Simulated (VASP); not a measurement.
Set up this calculation in VASP 6.6.1, as the native input.

```
Task                               : single point
Functional                         : PBE0
Potentials or basis                : VASP PAW PBE potentials, release 64 (C)
Cutoff                             : 520 eV
k mesh                             : 7 × 7 × 4
Occupations                        : fermi-dirac, width 0.05 eV
Spin                               : no spin polarisation
Dipole correction                  : no
Grid for exact exchange (PRECFOCK) : Normal
Further INCAR settings             : ALGO = Normal; EDIFF = 1e-06; NBANDS = 11
```

C:

```xyz
2
Lattice="2.1209 -1.2245 -0.0052 2.1209 1.2245 -0.0052 -1.3835 0.0000 4.1210" Properties=species:S:1:pos:R:3 pbc="T T T"
C    -0.6766    0.0000    4.1193
C     3.5348    0.0000   -0.0087
```

One way to write it, as run:

POSCAR

```
C
1.0
    2.1208758597     -1.2244893865     -0.0052340551
    2.1208758597      1.2244893865     -0.0052340551
   -1.3835102710      0.0000000000      4.1210452531
C
2
Direct
    0.1666675515      0.1666675515      1.0000027761
    0.8333324485      0.8333324485     -0.0000027761
```

INCAR.step1

```
PREC = Accurate
ENCUT = 520
EDIFF = 1E-5
ISMEAR = -1
SIGMA = 0.05
LREAL = False
LASPH = True
NELM = 80
ALGO = Normal
ISIF = 2
LWAVE = True
LCHARG = False
GGA = PE
NBANDS = 11
```

INCAR.step2

```
PREC = Accurate
ENCUT = 520
EDIFF = 1E-6
ISMEAR = -1
SIGMA = 0.05
LREAL = False
LASPH = True
NELM = 80
ALGO = Normal
ISIF = 2
LWAVE = False
LCHARG = False
GGA = PE
LHFCALC = True
AEXX = 0.25
PRECFOCK = Normal
ISTART = 1
NBANDS = 11
```

KPOINTS

```
Automatic mesh
0
Gamma
  7 7 4
```

Potentials or basis: VASP PAW PBE potentials, release 64 (C).

Run with:

```bash
$ cat potpaw_PBE.64/C/POTCAR > POTCAR
$ cp INCAR.step1 INCAR
$ mpirun -np 1 vasp_std > vasp.out
$ cp INCAR.step2 INCAR
$ mpirun -np 1 vasp_std > vasp.out
```

It gave:

The pressure is 0.5 GPa and the band gap on the k mesh is 4.08 eV, indirect (the least direct gap lies 4.2 meV higher).

Caveat: the k points lie up to 0.43 Å⁻¹ apart; the PAW data sets were made with another functional, which shifts forces and pressure a little; this functional lacks dispersion, which binds the layers, so the pressure and a relaxed spacing across them are unreliable.

Wall time 19 min on 1 thread of Oxide Virtual Turin-like Processor, on a shared host, peak memory 0.11 GiB.
